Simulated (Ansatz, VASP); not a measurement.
## PbS: VASP beside Ansatz

```xyz
8
Lattice="-2.9671 -2.9671 0.0000 2.9671 -2.9671 0.0000 0.0000 0.0000 13.3685" Properties=species:S:1:pos:R:3 pbc="T T T"
Pb    0.0000   -2.9671    1.4836
Pb    0.0000    0.0000    4.4507
Pb    0.0000   -2.9671    7.4178
Pb    0.0000    0.0000   10.3850
S     0.0000    0.0000    1.4836
S     0.0000   -2.9671    4.4507
S     0.0000    0.0000    7.4178
S     0.0000   -2.9671   10.3850
```

Alike in both runs: task single point; functional PBE; dispersion D3(BJ); k mesh 8 × 8 × 3; occupations gaussian, width 0.03 eV; no spin polarisation.

|  | VASP | Ansatz |
| --- | --- | --- |
| version | VASP 6.6.1 | Ansatz 0.2.0 |
| potentials or method | VASP PAW PBE potentials, release 64 (Pb_d, S), cutoff 520 eV | scalar-relativistic, plane waves, PAW |
| valence electrons in the cell | 80 | 80 |

Ansatz gave:

- gap on the k mesh at the Fermi level (eV): 0.90
- least direct gap on the mesh (eV): 0.90
- pressure (GPa): -1.3
- traceless stress, the component that is largest in VASP (GPa): -1.48
- rms of the force components (eV/Å): 0.165

Problem. Estimate VASP's values.

Solution. gap on the k mesh at the Fermi level (eV): 0.90; least direct gap on the mesh (eV): 0.90; pressure (GPa): -1.4; traceless stress, the component that is largest in VASP (GPa): -1.49; rms of the force components (eV/Å): 0.166.

Atom by atom the forces differ by 0.001 eV/Å (rms over components).

Spin-orbit coupling is off throughout.
